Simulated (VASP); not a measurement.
# ZrB (Fm-3m) in VASP: notebook

Runs on ZrB. Level: PBEsol+U. Tasks: single point.

Program: VASP 6.6.1. These are calculated values, not measurements. Logs are shortened: lines on timing, memory, paths and dates and some standing lists are left out, and cuts for length are marked.

## Step 1: The cell of the first run

The structure is cubic, space group Fm-3m (No. 225). The conventional cell has a = 4.650 Å, b = 4.650 Å, c = 4.650 Å, α = 90.00°, β = 90.00°, γ = 90.00°. Zr (site symmetry m-3m) has 6 B at 2.33 Å within 3.1 Å. B (site symmetry m-3m) has 6 Zr at 2.33 Å within 3.1 Å.

## Step 2: Single point, PBEsol+U

INCAR

```
  PREC = Accurate
  ENCUT = 520
  EDIFF = 1E-7
  ISMEAR = -1
  SIGMA = 0.05
  LREAL = F
  LASPH = T
  NELM = 150
  ALGO = Normal
  ISIF = 2
  LWAVE = F
  LCHARG = F
  LMAXMIX = 4
  LDAU = T
  LDAUTYPE = 2
  LDAUL = 2 -1
  LDAUU = 1 0
  LDAUJ = 0 0
  LDAUPRINT = 1
  GGA = PS
  NBANDS = 14
```

KPOINTS

```
Automatic mesh
0
Gamma
  10 10 10
```

POSCAR

```
ZrB
1.0
    0.0000000000      2.3250000000      2.3250000000
    2.3250000000      0.0000000000      2.3250000000
    2.3250000000      2.3250000000      0.0000000000
Zr B
1 1
Direct
    0.0000000000      0.0000000000      0.0000000000
    0.5000000000      0.5000000000      0.5000000000
```

Potentials or basis: VASP PAW PBE potentials, release 64 (Zr_sv, B).

Run with:

```sh
cat potpaw_PBE.64/Zr_sv/POTCAR potpaw_PBE.64/B/POTCAR > POTCAR
mpirun -np 1 vasp_std > vasp.out
```

OUTCAR:

```text
PREC = Accurate
   ENCUT = 520
   EDIFF = 1E-7
   ISMEAR = -1
   LREAL = F
   LASPH = T
   NELM = 150
   ISIF = 2
   GGA = PS

 ion  position               nearest neighbor table
   1  0.000  0.000  0.000-   2 2.33   2 2.33   2 2.33   2 2.33   2 2.33   2 2.33
   2  0.500  0.500  0.500-   1 2.33   1 2.33   1 2.33   1 2.33   1 2.33   1 2.33

  LATTYP: Found a face centered cubic cell.
 ALAT       =     4.6500000000

  Lattice vectors:

 A1 = (   0.0000000000,   2.3250000000,   2.3250000000)
 A2 = (   2.3250000000,   0.0000000000,   2.3250000000)
 A3 = (   2.3250000000,   2.3250000000,   0.0000000000)

Analysis of symmetry for initial positions (statically):
=====================================================================
 Subroutine PRICEL returns:
 Original cell was already a primitive cell.

 Routine SETGRP: Setting up the symmetry group for a
 face centered cubic supercell.

 Subroutine GETGRP returns: Found 48 space group operations
 (whereof 48 operations were pure point group operations)
 out of a pool of 48 trial point group operations.

The static configuration has the point symmetry O_h .

Analysis of symmetry for dynamics (positions and initial velocities):
=====================================================================
 Subroutine PRICEL returns:
 Original cell was already a primitive cell.

 Routine SETGRP: Setting up the symmetry group for a
 face centered cubic supercell.

 Subroutine GETGRP returns: Found 48 space group operations
 (whereof 48 operations were pure point group operations)
 out of a pool of 48 trial point group operations.

The dynamic configuration has the point symmetry O_h .

 Subroutine INISYM returns: Found 48 space group operations
 (whereof 48 operations are pure point group operations),
 and found     1 'primitive' translations

----------------------------------------------------------------------------------------

                                     Primitive cell

  volume of cell :      25.1362

  direct lattice vectors                    reciprocal lattice vectors
     0.000000000  2.325000000  2.325000000    -0.215053763  0.215053763  0.215053763
     2.325000000  0.000000000  2.325000000     0.215053763 -0.215053763  0.215053763
     2.325000000  2.325000000  0.000000000     0.215053763  0.215053763 -0.215053763

  length of vectors
     3.288046533  3.288046533  3.288046533     0.372484045  0.372484045  0.372484045

  position of ions in fractional coordinates (direct lattice)
     0.000000000  0.000000000  0.000000000
     0.500000000  0.500000000  0.500000000

  ion indices of the primitive-cell ions
   primitive index   ion index
                 1           1
                 2           2

----------------------------------------------------------------------------------------

 KPOINTS: Automatic mesh

Automatic generation of k-mesh.
 Grid dimensions read from file:
 generate k-points for:   10   10   10

 Generating k-lattice:

  Cartesian coordinates                     Fractional coordinates (reciprocal lattice)
    -0.021505376  0.021505376  0.021505376     0.100000000  0.000000000  0.000000000
     0.021505376 -0.021505376  0.021505376     0.000000000  0.100000000  0.000000000
     0.021505376  0.021505376 -0.021505376     0.000000000  0.000000000  0.100000000

  Length of vectors
     0.037248404  0.037248404  0.037248404

  Shift w.r.t. Gamma in fractional coordinates (k-lattice)
     0.000000000  0.000000000  0.000000000

 Subroutine IBZKPT returns following result:
 ===========================================

 Found     47 irreducible k-points:

[... 43 lines left out ...]
   ENCUT  =  520.0 eV  38.22 Ry    6.18 a.u.   6.11  6.11  6.11*2*pi/ulx,y,z
   NELM   =    150;   NELMIN=  2; NELMDL= -5     # of ELM steps
   EDIFF  = 0.1E-06   stopping-criterion for ELM
   LREAL  =      F    real-space projection
   EDIFFG = 0.1E-05   stopping-criterion for IOM
   NSW    =      0    number of steps for IOM
   IBRION =     -1    ionic relax: 0-MD 1-quasi-New 2-CG
   NFREE  =      0    steps in history (QN), initial steepest desc. (CG)
   ISIF   =      2    stress and relaxation
   ISYM   =      2    0-nonsym 1-usesym 2-fastsym
   POTIM  = 0.5000    time-step for ionic-motion
   TEBEG  =    0.0;   TEEND  =   0.0 temperature during run
   PSTRESS=    0.0 pullay stress
   NELECT =      15.0000    total number of electrons
   NUPDOWN=      -1.0000    fix difference up-down
   EMIN   =  10.00;   EMAX   =-10.00  energy-range for DOS
   EFERMI =   0.00;   METHOD = LEGACY
   ISMEAR =    -1;   SIGMA  =   0.05  broadening in eV -4-tet -1-fermi 0-gaus
   EFERMI_NEDOS =   21; number of points for ismear=-14 and -15
   IALGO  =     38    algorithm
   IMIX   =      4    mixing-type and parameters
     AMIX     =   0.40;   BMIX     =  1.00
     AMIX_MAG =   1.60;   BMIX_MAG =  1.00
  volume/ion in A,a.u.               =      12.57        84.81
  Fermi-wavevector in a.u.,A,eV,Ry     =   1.378285  2.604581 25.846565  1.899669
  Thomas-Fermi vector in A             =   2.503360
   LORBIT       =      0    0 simple, 1 ext, 2 COOP (PROOUT), +10 PAW based schemes
 LDA+U is selected, type is set to LDAUTYPE =  2
   angular momentum for each species LDAUL =     2   -1
   U (eV)           for each species LDAUU =   1.0  0.0
   J (eV)           for each species LDAUJ =   0.0  0.0
   GGA     = PS    functional components
   LHFCALC =     F    Hartree Fock is set to
   AEXX    =    0.0000 exact exchange contribution
   IVDW    =     0    specifies the selected vdW correction
   LEPSILON=     F    determine dielectric tensor
   LRPA    =     F    only Hartree local field effects (RPA)
 non-spin polarized calculation
  energy-cutoff  :      520.00
  volume of cell :       25.14
 maximum number of plane-waves:       700
   NGX = 13   NGY = 13   NGZ = 13

atom =   1  type =  1  l = 2

 onsite density matrix

spin component  1

  0.1418  0.0000  0.0000 -0.0000 -0.0000
  0.0000  0.1418  0.0000 -0.0000 -0.0000
  0.0000  0.0000  0.2515  0.0000 -0.0000
 -0.0000 -0.0000  0.0000  0.1418  0.0000
 -0.0000 -0.0000 -0.0000  0.0000  0.2515

spin component  2

  0.1418  0.0000  0.0000 -0.0000 -0.0000
  0.0000  0.1418  0.0000 -0.0000 -0.0000
  0.0000  0.0000  0.2515  0.0000 -0.0000
 -0.0000 -0.0000  0.0000  0.1418  0.0000
 -0.0000 -0.0000 -0.0000  0.0000  0.2515

 occupancies and eigenvectors

  o =  0.1418  v =  1.0000  0.0000  0.0000  0.0000  0.0000  0.0000  0.0000  0.0000  0.0000  0.0000      0.0000  0.0000  0.0000  0.0000  0.0000  0.0000  0.0000  0.0000  0.0000  0.0000
  o =  0.1418  v =  0.0000  0.0000  0.0000  0.0000  0.0000  1.0000  0.0000  0.0000  0.0000  0.0000      0.0000  0.0000  0.0000  0.0000  0.0000  0.0000  0.0000  0.0000  0.0000  0.0000
  o =  0.1418  v =  0.0000  0.8420 -0.0000  0.5395 -0.0000  0.0000  0.0000  0.0000  0.0000  0.0000      0.0000  0.0000  0.0000  0.0000  0.0000  0.0000  0.0000  0.0000  0.0000  0.0000
  o =  0.1418  v =  0.0000  0.0000  0.0000  0.0000  0.0000  0.0000  0.8420 -0.0000  0.5395 -0.0000      0.0000  0.0000  0.0000  0.0000  0.0000  0.0000  0.0000  0.0000  0.0000  0.0000
  o =  0.1418  v =  0.0000  0.0000  0.0000  0.0000  0.0000  0.0000  0.5395  0.0000 -0.8420  0.0000      0.0000  0.0000  0.0000  0.0000  0.0000  0.0000  0.0000  0.0000  0.0000  0.0000
  o =  0.1418  v =  0.0000  0.5395  0.0000 -0.8420  0.0000  0.0000  0.0000  0.0000  0.0000  0.0000      0.0000  0.0000  0.0000  0.0000  0.0000  0.0000  0.0000  0.0000  0.0000  0.0000
  o =  0.2515  v =  0.0000  0.0000  0.0000  0.0000  0.0000  0.0000  0.0000  0.0045  0.0000  1.0000      0.0000  0.0000  0.0000  0.0000  0.0000  0.0000  0.0000  0.0000  0.0000  0.0000
  o =  0.2515  v =  0.0000  0.0000  0.0045  0.0000  1.0000  0.0000  0.0000  0.0000  0.0000  0.0000      0.0000  0.0000  0.0000  0.0000  0.0000  0.0000  0.0000  0.0000  0.0000  0.0000
  o =  0.2515  v =  0.0000  0.0000  0.0000  0.0000  0.0000  0.0000 -0.0000  1.0000  0.0000 -0.0045      0.0000  0.0000  0.0000  0.0000  0.0000  0.0000  0.0000  0.0000  0.0000  0.0000
  o =  0.2515  v =  0.0000 -0.0000  1.0000  0.0000 -0.0045  0.0000  0.0000  0.0000  0.0000  0.0000      0.0000  0.0000  0.0000  0.0000  0.0000  0.0000  0.0000  0.0000  0.0000  0.0000

 number of electron      15.0000000 magnetization

 Free energy of the ion-electron system (eV)
  ---------------------------------------------------
  ext. energy  EPLUGINS =         0.00000000
  ---------------------------------------------------
  free energy    TOTEN  =       -15.87147588 eV

  energy without entropy =      -15.86250876  energy(sigma->0) =      -15.86699232

 E-fermi :   9.0244     XC(G=0): -12.3335

 val. band max:        8.9872254314   @ k =   0.3000   0.2000   0.1000
 cond. band min:       9.0368826372   @ k =   0.5000   0.3000   0.1000
 fundamental gap:      0.0496572058
 Fermi energy:         9.0244030572

 k-point     1 :       0.0000    0.0000    0.0000
  band No.  band energies     occupation
      1     -37.8385      2.00000
      2     -15.6017      2.00000
      3     -15.6017      2.00000
      4     -15.6017      2.00000
      5       0.6207      2.00000
      6      11.0168      0.00000
      7      11.0168      0.00000
      8      11.0168      0.00000
      9      12.7704      0.00000
     10      12.7704      0.00000
     11      12.8131      0.00000
     12      12.8131      0.00000
     13      12.8131      0.00000
     14      20.0062      0.00000
[... 377 lines left out ...]
      1     -37.7087      2.00000
      2     -16.3112      2.00000
      3     -15.8870      2.00000
      4     -15.8564      2.00000
      5       2.9030      2.00000
      6       7.3156      2.00000
      7       8.2850      2.00000
      8      10.3863      0.00000
      9      11.2006      0.00000
     10      14.7296      0.00000
     11      16.3768      0.00000
     12      16.6056      0.00000
     13      20.7277      0.00000
     14      23.1200      0.00000

 [... further k-points ...]

------------------------ aborting loop because EDIFF is reached ----------------------------------------

  FORCE on cell =-STRESS in cart. coord.  units (eV):
  Direction    XX          YY          ZZ          XY          YZ          ZX
  --------------------------------------------------------------------------------------
  -------------------------------------------------------------------------------------
  Total        5.1273329      5.1273329      5.1273329      0.0000000      0.0000000      0.0000000
  in kB      326.8159397    326.8159397    326.8159397      0.0000000      0.0000000      0.0000000
  external PRESSURE =     326.8159397 kB  Pullay stress =       0.0000000 kB

 VOLUME and BASIS-vectors are now :
 -----------------------------------------------------------------------------
  energy-cutoff  :      520.00
  volume of cell :       25.14
      direct lattice vectors                 reciprocal lattice vectors
     0.000000000  2.325000000  2.325000000    -0.215053763  0.215053763  0.215053763
     2.325000000  0.000000000  2.325000000     0.215053763 -0.215053763  0.215053763
     2.325000000  2.325000000  0.000000000     0.215053763  0.215053763 -0.215053763

 POSITION                                       TOTAL-FORCE (eV/Angst)
 -----------------------------------------------------------------------------------
      0.00000      0.00000      0.00000         0.000000     -0.000000     -0.000000
      2.32500      2.32500      2.32500        -0.000000      0.000000      0.000000
 -----------------------------------------------------------------------------------
    total drift:                                0.000000     -0.000000     -0.000000

  FREE ENERGIE OF THE ION-ELECTRON SYSTEM (eV)
  ---------------------------------------------------
  free  energy   TOTEN  =       -15.8714758755 eV

  energy  without entropy=      -15.8625087558  energy(sigma->0) =      -15.86699232
```

Wall time 23 s (1 thread of Intel Xeon 8259CL, shared host); peak memory 0.15 GiB.

What came out:

- Free energy: -15.8715 eV
- Pressure: 32.7 GPa
- Band gap on the k mesh: zero (an odd number of electrons rules out a gap without spin polarisation)

Eigenvalues of the final occupation matrices:
| site | spin | trace | eigenvalues |
| --- | --- | --- | --- |
| site 1 d | 1 | 0.93 | 0.14 0.14 0.14 0.25 0.25 |
| site 1 d | 2 | 0.93 | 0.14 0.14 0.14 0.25 0.25 |

Caveat: the cell stands under pressure; the PAW data sets were made with another functional, which shifts forces and pressure a little; U without spin polarisation on a metal has little footing; the U is typed as a test and isn't derived for this compound.

## Step 3: Single point, PBEsol+U

INCAR

```
SYSTEM = ZrB
ALGO = Normal
EDIFF = 1E-6
ENCUT = 520
GGA = PS
ISIF = 2
ISMEAR = -1
LASPH = .True.
LCHARG = .False.
LDAU = .True.
LDAUJ = 0 0
LDAUL = 2 -1
LDAUPRINT = 1
LDAUTYPE = 2
LDAUU = 2 0
LMAXMIX = 4
LREAL = .False.
LWAVE = .False.
NBANDS = 14
NELM = 150
PREC = Accurate
SIGMA = 0.05
```

KPOINTS

```
k-points
0
Gamma
  10 10 10
  0 0 0
```

POSCAR is that of step 2.

Potentials or basis: VASP PAW PBE potentials, release 64 (Zr_sv, B).

Run with:

```sh
cat potpaw_PBE.64/Zr_sv/POTCAR potpaw_PBE.64/B/POTCAR > POTCAR
mpirun -np 1 vasp_std > vasp.out
```

OUTCAR:

```text
SYSTEM = ZrB
   EDIFF = 1E-6
   ENCUT = 520
   GGA = PS
   ISIF = 2
   ISMEAR = -1
   LASPH = .True.
   LREAL = .False.
   NELM = 150
   PREC = Accurate

 ion  position               nearest neighbor table
   1  0.000  0.000  0.000-   2 2.33   2 2.33   2 2.33   2 2.33   2 2.33   2 2.33
   2  0.500  0.500  0.500-   1 2.33   1 2.33   1 2.33   1 2.33   1 2.33   1 2.33

  LATTYP: Found a face centered cubic cell.
 ALAT       =     4.6500000000

  Lattice vectors:

 A1 = (   0.0000000000,   2.3250000000,   2.3250000000)
 A2 = (   2.3250000000,   0.0000000000,   2.3250000000)
 A3 = (   2.3250000000,   2.3250000000,   0.0000000000)

Analysis of symmetry for initial positions (statically):
=====================================================================
 Subroutine PRICEL returns:
 Original cell was already a primitive cell.

 Routine SETGRP: Setting up the symmetry group for a
 face centered cubic supercell.

 Subroutine GETGRP returns: Found 48 space group operations
 (whereof 48 operations were pure point group operations)
 out of a pool of 48 trial point group operations.

The static configuration has the point symmetry O_h .

[... 210 lines left out ...]
      6      11.2381      0.00000
      7      11.2381      0.00000
      8      11.2381      0.00000
      9      12.8749      0.00000
     10      12.8749      0.00000
     11      12.8749      0.00000
     12      12.9350      0.00000
     13      12.9350      0.00000
     14      19.9993      0.00000
[... 377 lines left out ...]
      1     -37.8007      2.00000
      2     -16.3898      2.00000
      3     -15.9688      2.00000
      4     -15.9386      2.00000
      5       2.9784      2.00000
      6       7.3777      2.00000
      7       8.4465      2.00000
      8      10.4854      0.00000
      9      11.3000      0.00000
     10      14.9120      0.00000
     11      16.6101      0.00000
     12      16.8159      0.00000
     13      20.8362      0.00000
     14      23.1258      0.00000

 [... further k-points ...]

------------------------ aborting loop because EDIFF is reached ----------------------------------------

  FORCE on cell =-STRESS in cart. coord.  units (eV):
  Direction    XX          YY          ZZ          XY          YZ          ZX
  --------------------------------------------------------------------------------------
  -------------------------------------------------------------------------------------
  Total        5.6404510      5.6404510      5.6404510      0.0000000      0.0000000      0.0000000
  in kB      359.5220617    359.5220617    359.5220617      0.0000000      0.0000000      0.0000000
  external PRESSURE =     359.5220617 kB  Pullay stress =       0.0000000 kB

 VOLUME and BASIS-vectors are now :
 -----------------------------------------------------------------------------
  energy-cutoff  :      520.00
  volume of cell :       25.14
      direct lattice vectors                 reciprocal lattice vectors
     0.000000000  2.325000000  2.325000000    -0.215053763  0.215053763  0.215053763
     2.325000000  0.000000000  2.325000000     0.215053763 -0.215053763  0.215053763
     2.325000000  2.325000000  0.000000000     0.215053763  0.215053763 -0.215053763

 POSITION                                       TOTAL-FORCE (eV/Angst)
 -----------------------------------------------------------------------------------
      0.00000      0.00000      0.00000         0.000000     -0.000000     -0.000000
      2.32500      2.32500      2.32500        -0.000000      0.000000      0.000000
 -----------------------------------------------------------------------------------
    total drift:                                0.000000     -0.000000     -0.000000

  FREE ENERGIE OF THE ION-ELECTRON SYSTEM (eV)
  ---------------------------------------------------
  free  energy   TOTEN  =       -15.1379721991 eV

  energy  without entropy=      -15.1281968836  energy(sigma->0) =      -15.13308454
```

stdout:

```text
POSCAR found type information on POSCAR ZrB
 POSCAR found :  2 types and       2 ions
 scaLAPACK will be used
 -----------------------------------------------------------------------------
|                                                                             |
|                                                                             |
|     You enforced a specific xc type in the INCAR file but a different       |
|     I HOPE YOU KNOW WHAT YOU ARE DOING!                                     |
|                                                                             |
 -----------------------------------------------------------------------------

 LDA part: xc-table for (Slater+PW92), standard interpolation
 POSCAR, INCAR and KPOINTS ok, starting setup
 FFT: planning ... GRIDC
 FFT: planning ... GRID_SOFT
 FFT: planning ... GRID
 WAVECAR not read
 entering main loop
```

Wall time 20 s (1 thread of Intel Xeon 8259CL, shared host); peak memory 0.15 GiB.

What came out:

* Free energy: -15.1380 eV
* Pressure: 36.0 GPa
* Band gap on the k mesh: zero (an odd number of electrons rules out a gap without spin polarisation)

Levels at points of the mesh, in eV from the Fermi level:
| k point | band 6 | band 7 | band 8 | band 9 | band 10 | band 11 |
| --- | --- | --- | --- | --- | --- | --- |
| (0.00, 0.00, 0.00) | 2.09 | 2.09 | 2.09 | 3.73 | 3.73 | 3.73 |
| (0.50, 0.00, 0.00) | -3.71 | -1.39 | -1.39 | 6.03 | 6.03 | 7.51 |
| (0.50, 0.50, 0.00) | -1.05 | -0.49 | 2.41 | 2.41 | 5.60 | 7.25 |

Eigenvalues of the final occupation matrices:
| site | spin | trace | eigenvalues |
| --- | --- | --- | --- |
| site 1 d | 1 | 0.90 | 0.14 0.14 0.14 0.25 0.25 |
| site 1 d | 2 | 0.90 | 0.14 0.14 0.14 0.25 0.25 |

Caveat: the cell stands under pressure; the PAW data sets were made with another functional, which shifts forces and pressure a little; U without spin polarisation on a metal has little footing; the U is typed as a test and isn't derived for this compound.

## Step 4: Single point, PBEsol+U

INCAR

```
SYSTEM = ZrB
ALGO = Normal
EDIFF = 1E-6
ENCUT = 520
GGA = PS
ISIF = 2
ISMEAR = -1
LASPH = .TRUE.
LCHARG = .FALSE.
LDAU = .TRUE.
LDAUJ = 0 0
LDAUL = 2 -1
LDAUPRINT = 1
LDAUTYPE = 2
LDAUU = 3 0
LMAXMIX = 4
LREAL = .FALSE.
LWAVE = .FALSE.
NBANDS = 14
NELM = 150
PREC = Accurate
SIGMA = 0.05
```

KPOINTS

```
k-points
0
G
  10 10 10
  0 0 0
```

POSCAR is that of step 3.

Run with:

```sh
cat potpaw_PBE.64/Zr_sv/POTCAR potpaw_PBE.64/B/POTCAR > POTCAR
mpirun -np 1 vasp_std > vasp.out
```

Wall time 19 s (1 thread of Intel Xeon 8259CL, shared host); peak memory 0.15 GiB.

It converged, with:

* Free energy: -14.4207 eV
* Pressure: 39.3 GPa
* Band gap on the k mesh: zero (an odd number of electrons rules out a gap without spin polarisation)

Levels at points of the mesh, in eV from the Fermi level:
```tsv
k point	band 5	band 6	band 7	band 8	band 9	band 10	band 11	band 12
(0.00, 0.00, 0.00)	-8.60	2.19	2.19	2.19	3.66	3.66	3.66	3.83
(0.50, 0.00, 0.00)	-4.34	-3.80	-1.38	-1.38	6.16	6.16	7.58	7.90
(0.50, 0.50, 0.00)	-6.53	-0.99	-0.60	2.33	2.33	5.65	7.41	7.41
```

Eigenvalues of the final occupation matrices:
```
    site  spin  trace               eigenvalues
site 1 d     1   0.88  0.13 0.13 0.13 0.25 0.25
site 1 d     2   0.88  0.13 0.13 0.13 0.25 0.25
```

Caveat: the cell stands under pressure; the PAW data sets were made with another functional, which shifts forces and pressure a little; U without spin polarisation on a metal has little footing; the U is typed as a test and isn't derived for this compound.

[end of part 1 of 2]
